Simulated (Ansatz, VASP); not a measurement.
Hg in VASP and in Ansatz

```xyz
1
Lattice="2.1411 -1.9389 -0.1340 2.1411 1.9389 -0.1340 -0.5166 0.0000 3.0994" Properties=species:S:1:pos:R:3 pbc="T T T"
Hg    1.8828    0.0000    1.4157
```

Alike in both runs: task single point; functional PBE; k mesh 14 × 14 × 14; occupations gaussian, width 0.1 eV; no spin polarisation.

|  | VASP | Ansatz |
| --- | --- | --- |
| version | VASP 6.6.1 | Ansatz 0.2.0 |
| potentials or method | VASP PAW PBE potentials, release 64 (Hg_sv_GW), cutoff 550 eV | scalar-relativistic, plane waves, PAW |
| valence electrons in the cell | 20 | 20 |

```csv
,VASP,Ansatz,Ansatz less VASP
gap on the k mesh at the Fermi level (eV),none,none,-
pressure (GPa),4.3,4.5,+0.24
"traceless stress, the component that is largest in VASP (GPa)",-3.13,-3.11,+0.021
```

A gap of «none» marks a metal or a gap that the smearing closes.

Spin-orbit coupling is off throughout.
